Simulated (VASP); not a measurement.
Crystal: Mg.

```
CELL_PARAMETERS angstrom
0.00000 2.24426 2.24426
2.24426 0.00000 2.24426
2.24426 2.24426 0.00000
ATOMIC_POSITIONS crystal
Mg 0.00000 0.00000 0.00000
```

This isn't the form of Mg at room conditions, which is hcp.

```yaml
Program: VASP 6.6.1
Task: relaxation of cell and atoms
Functional: PBE
Dispersion: D3(BJ)
Potentials_or_basis: VASP PAW PBE potentials, release 64 (Mg)
Cutoff: 600 eV
k_mesh: 10 × 10 × 10
Occupations: fermi-dirac, width 0.05 eV
Spin: no spin polarisation
```

At the start: pressure -1.4 GPa; volume 22.61 Å³/atom.

Problem. How do energy, volume and symmetry change on relaxing?

Solution. Over 3 steps the energy falls by 3.5 meV/atom and the volume is 21.81 Å³/atom (-3.5 %); space group Fm-3m (No. 225, to 0.1 Å) before and after.

Step by step:
| step | energy change (eV) | largest force (eV/Å) | pressure (GPa) | volume (Å³) |
| --- | --- | --- | --- | --- |
| 1 | 0.0000 | 0.0000 | -1.35 | 22.61 |
| 2 | -0.0033 | 0.0000 | -0.34 | 21.99 |
| 3 | -0.0035 | 0.0000 | -0.01 | 21.81 |

Final structure:
```
Mg
1.0
     0.00000    2.21739    2.21739
     2.21739    0.00000    2.21739
     2.21739    2.21739    0.00000
Mg
1
Cartesian
  0.0000 0.0000 0.0000
```
